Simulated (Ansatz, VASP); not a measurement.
Two plane-wave programs on BN

```xyz
8
Lattice="2.5116 0.0000 0.0000 0.0000 4.3503 0.0000 0.0000 0.0000 8.4204" Properties=species:S:1:pos:R:3 pbc="T T T"
B     0.0000    1.4501    1.9987
B     1.2558    3.6252    2.2115
B     1.2558    0.7250    6.2089
B     2.5116    2.9002    6.4217
N     0.0000    1.4501    6.3427
N     1.2558    3.6252    6.2878
N     1.2558    0.7250    2.1325
N     2.5116    2.9002    2.0776
```

Change from the starting cell: mode 11 frozen in at -0.106 Å and mode 13 at +0.000 Å (largest displacements).

Alike in both runs: task single point; functional PBE; k mesh 10 × 6 × 4; occupations gaussian, width 0.05 eV; no spin polarisation.

|  | VASP | Ansatz |
| --- | --- | --- |
| version | VASP 6.6.1 | Ansatz 0.2.0 |
| potentials or method | VASP PAW PBE potentials, release 64 (B, N), cutoff 520 eV | scalar-relativistic, plane waves, PAW |
| valence electrons in the cell | 32 | 32 |

VASP gave:

- gap on the k mesh at the Fermi level (eV): 3.45
- least direct gap on the mesh (eV): 3.99
- pressure (GPa): -0.9
- traceless stress, the component that is largest in VASP (GPa): -0.56
- rms of the force components (eV/Å): 0.726

Question: Estimate Ansatz's values.

Answer: gap on the k mesh at the Fermi level (eV): 3.45; least direct gap on the mesh (eV): 3.99; pressure (GPa): -1.1; traceless stress, the component that is largest in VASP (GPa): -0.26; rms of the force components (eV/Å): 0.728.

Atom by atom the forces differ by 0.002 eV/Å (rms over components).
